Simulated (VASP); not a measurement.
# Pt: single point with PBE

The system is Pt.

```
Pt
1.0
    -1.54358    1.54358    1.54358
     1.54358   -1.54358    1.54358
     1.54358    1.54358   -1.54358
Pt
1
Cartesian
  0.0000 0.0000 0.0000
```

```
Program                : VASP 6.6.1
Task                   : single point
Functional             : PBE
Potentials or basis    : VASP PAW PBE potentials, release 64 (Pt)
Cutoff                 : 500 eV
k mesh                 : 10 × 10 × 10
Occupations            : fermi-dirac, width 0.1 eV
Spin                   : no spin polarisation
Dipole correction      : no
Further INCAR settings : ALGO = Normal; EDIFF = 1e-06; NBANDS = 11
```

| Item | Value |
| --- | --- |
| Pressure | 20.8 GPa |
| Band gap on the k mesh | zero (band 5 reaches 12.67 eV, above the bottom of band 6 at 10.25 eV) |

Levels at points of the mesh, in eV from the Fermi level:
```tsv
k point	band 1	band 2	band 3	band 4	band 5	band 6	band 7	band 8	band 9	band 10
(0.00, 0.00, 0.00)	-10.37	-3.99	-3.99	-3.99	-1.24	-1.24	16.95	16.95	16.95	27.91
(0.50, 0.00, 0.00)	-7.39	-5.59	-1.42	-0.85	-0.07	1.10	6.82	13.15	16.36	24.27
(0.50, 0.50, 0.50)	-6.92	-6.92	0.50	0.50	0.50	7.72	7.72	7.72	13.75	19.96
```

Run time: 4.7 s on 1 thread of Intel(R) Xeon(R) Platinum 8488C (Sapphire Rapids), on a shared host, peak memory 0.13 GiB.

Caveat: spin-orbit coupling is left out, which moves the levels of the heavy elements.
